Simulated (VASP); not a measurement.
# CsK2NbF6 (Fm-3m) in VASP: notebook, part 2 of 2

VASP 6.6.1.

### Step 3. Single point, PBEsol

File INCAR:

```
ALGO = Normal
EDIFF = 1E-7
ENCUT = 520
GGA = PS
ISIF = 2
ISMEAR = 0
LASPH = True
LCHARG = False
LREAL = False
LWAVE = False
NBANDS = 52
NELM = 80
PREC = Accurate
SIGMA = 0.1
```

File KPOINTS:

```
k-points
0
Gamma
  4 4 4
```

File POSCAR:

```
CsK2NbF6
1.0
    0.0000000000      4.8795260000      4.8795260000
    4.8795260000      0.0000000000      4.8795260000
    4.8795260000      4.8795260000      0.0000000000
K Cs Nb F
2 1 1 6
Direct
    0.2500000000      0.2500000000      0.2500000000
    0.7500000000      0.7500000000      0.7500000000
    0.5000000000      0.5000000000      0.5000000000
    0.0000000000      0.0000000000      0.0000000000
    0.2156720000      0.2156720000      0.7843280000
    0.2156720000      0.7843280000      0.7843280000
    0.7843280000      0.7843280000      0.2156720000
    0.2156720000      0.7843280000      0.2156720000
    0.7843280000      0.2156720000      0.7843280000
    0.7843280000      0.2156720000      0.2156720000
```

Potentials or basis: VASP PAW PBE potentials, release 64 (K_sv, Cs_sv, Nb_sv, F).

Started as:

```console
$ cat potpaw_PBE.64/K_sv/POTCAR potpaw_PBE.64/Cs_sv/POTCAR potpaw_PBE.64/Nb_sv/POTCAR potpaw_PBE.64/F/POTCAR > POTCAR
$ mpirun -np 1 vasp_std > vasp.out
```

OUTCAR:

```text
EDIFF = 1E-7
   ENCUT = 520
   GGA = PS
   ISIF = 2
   ISMEAR = 0
   LASPH = True
   LREAL = False
   NELM = 80
   PREC = Accurate

 ion  position               nearest neighbor table
   1  0.250  0.250  0.250-
   2  0.750  0.750  0.750-
   3  0.500  0.500  0.500-
   4  0.000  0.000  0.000-   5 2.10   6 2.10   7 2.10   8 2.10   9 2.10  10 2.10
   5  0.216  0.216  0.784-   4 2.10
   6  0.216  0.784  0.784-   4 2.10
   7  0.784  0.784  0.216-   4 2.10
   8  0.216  0.784  0.216-   4 2.10
   9  0.784  0.216  0.784-   4 2.10
  10  0.784  0.216  0.216-   4 2.10

  LATTYP: Found a face centered cubic cell.
 ALAT       =     9.7590520000

  Lattice vectors:

 A1 = (   0.0000000000,   4.8795260000,   4.8795260000)
 A2 = (   4.8795260000,   0.0000000000,   4.8795260000)
 A3 = (   4.8795260000,   4.8795260000,   0.0000000000)

Analysis of symmetry for initial positions (statically):
=====================================================================
 Subroutine PRICEL returns:
 Original cell was already a primitive cell.

 Routine SETGRP: Setting up the symmetry group for a
 face centered cubic supercell.

 Subroutine GETGRP returns: Found 48 space group operations
 (whereof 48 operations were pure point group operations)
 out of a pool of 48 trial point group operations.

The static configuration has the point symmetry O_h .

Analysis of symmetry for dynamics (positions and initial velocities):
=====================================================================
 Subroutine PRICEL returns:
 Original cell was already a primitive cell.

 Routine SETGRP: Setting up the symmetry group for a
 face centered cubic supercell.

[... 126 lines left out ...]
  Thomas-Fermi vector in A             =   2.293506
   LORBIT       =      0    0 simple, 1 ext, 2 COOP (PROOUT), +10 PAW based schemes
   GGA     = PS    functional components
   LHFCALC =     F    Hartree Fock is set to
   AEXX    =    0.0000 exact exchange contribution
   IVDW    =     0    specifies the selected vdW correction
   LEPSILON=     F    determine dielectric tensor
   LRPA    =     F    only Hartree local field effects (RPA)
 non-spin polarized calculation
 Gauss-broadening in eV      SIGMA  =   0.10
  energy-cutoff  :      520.00
  volume of cell :      232.36
 maximum number of plane-waves:      6314
 NGX is ok and might be reduce to    54
   NGX = 25   NGY = 25   NGZ = 25

 number of electron      82.0000010 magnetization

 Free energy of the ion-electron system (eV)
  ---------------------------------------------------
  ext. energy  EPLUGINS =         0.00000000
  ---------------------------------------------------
  free energy    TOTEN  =       -51.45599168 eV

  energy without entropy =      -51.31203736  energy(sigma->0) =      -51.38401452

 E-fermi :   3.1227     XC(G=0):  -7.8802

 val. band max:        3.1067427556   @ k =   0.5000   0.5000   0.0000
 cond. band min:       3.1310198846   @ k =   0.2500   0.0000   0.0000
 fundamental gap:      0.0242771290
 Fermi energy:         3.1226662983

 k-point     1 :       0.0000    0.0000    0.0000
  band No.  band energies     occupation
      1     -53.9467      2.00000
      2     -30.1755      2.00000
      3     -30.1755      2.00000
      4     -30.1755      2.00000
      5     -29.9629      2.00000
      6     -29.9606      2.00000
[... 429 lines left out ...]
     51       6.3081      0.00000
     52       6.4428      0.00000

------------------------ aborting loop because EDIFF is reached ----------------------------------------

  FORCE on cell =-STRESS in cart. coord.  units (eV):
  Direction    XX          YY          ZZ          XY          YZ          ZX
  --------------------------------------------------------------------------------------
  -------------------------------------------------------------------------------------
  Total       -4.3502833     -4.3502833     -4.3502833     -0.0000000      0.0000000     -0.0000000
  in kB      -29.9961294    -29.9961294    -29.9961294     -0.0000000      0.0000000     -0.0000000
  external PRESSURE =     -29.9961294 kB  Pullay stress =       0.0000000 kB

 VOLUME and BASIS-vectors are now :
 -----------------------------------------------------------------------------
  energy-cutoff  :      520.00
  volume of cell :      232.36
      direct lattice vectors                 reciprocal lattice vectors
     0.000000000  4.879526000  4.879526000    -0.102468969  0.102468969  0.102468969
     4.879526000  0.000000000  4.879526000     0.102468969 -0.102468969  0.102468969
     4.879526000  4.879526000  0.000000000     0.102468969  0.102468969 -0.102468969

 POSITION                                       TOTAL-FORCE (eV/Angst)
 -----------------------------------------------------------------------------------
      2.43976      2.43976      2.43976         0.000000      0.000000      0.000000
      7.31929      7.31929      7.31929         0.000000      0.000000      0.000000
      4.87953      4.87953      4.87953         0.000000      0.000000      0.000000
      0.00000      0.00000      0.00000         0.000000      0.000000      0.000000
      4.87953      4.87953      2.10475         0.000000      0.000000     -0.846852
      7.65430      4.87953      4.87953         0.846852      0.000000      0.000000
      4.87953      4.87953      7.65430         0.000000      0.000000      0.846852
      4.87953      2.10475      4.87953         0.000000     -0.846852      0.000000
      4.87953      7.65430      4.87953         0.000000      0.846852      0.000000
      2.10475      4.87953      4.87953        -0.846852      0.000000      0.000000
 -----------------------------------------------------------------------------------
    total drift:                                0.000000      0.000000      0.000000

  FREE ENERGIE OF THE ION-ELECTRON SYSTEM (eV)
  ---------------------------------------------------
  free  energy   TOTEN  =       -51.4559916817 eV

  energy  without entropy=      -51.3120373618  energy(sigma->0) =      -51.38401452
```

Wall time 1.7 min (1 thread of Intel Xeon 6975P-C (Granite Rapids), shared host); peak memory 0.44 GiB.

Results:

```yaml
Free_energy: -51.4560 eV
Pressure: -3.0 GPa
Largest_force: 0.847 eV/Å
Band_gap_on_the_k_mesh: zero (band 41 reaches 3.18 eV, above the bottom of band 42 at 3.09 eV)
```

Forces in eV/Å, atoms in the order of the input:
```
K    0.000  0.000  0.000
K    0.000  0.000  0.000
Cs   0.000  0.000  0.000
Nb   0.000  0.000  0.000
F    0.000  0.000 -0.847
F    0.847  0.000  0.000
F    0.000  0.000  0.847
F    0.000 -0.847  0.000
F    0.000  0.847  0.000
F   -0.847  0.000  0.000
```

Caveat: the PAW data sets were made with another functional, which shifts forces and pressure a little; spin-orbit coupling is left out, which moves the levels of the heavy elements.
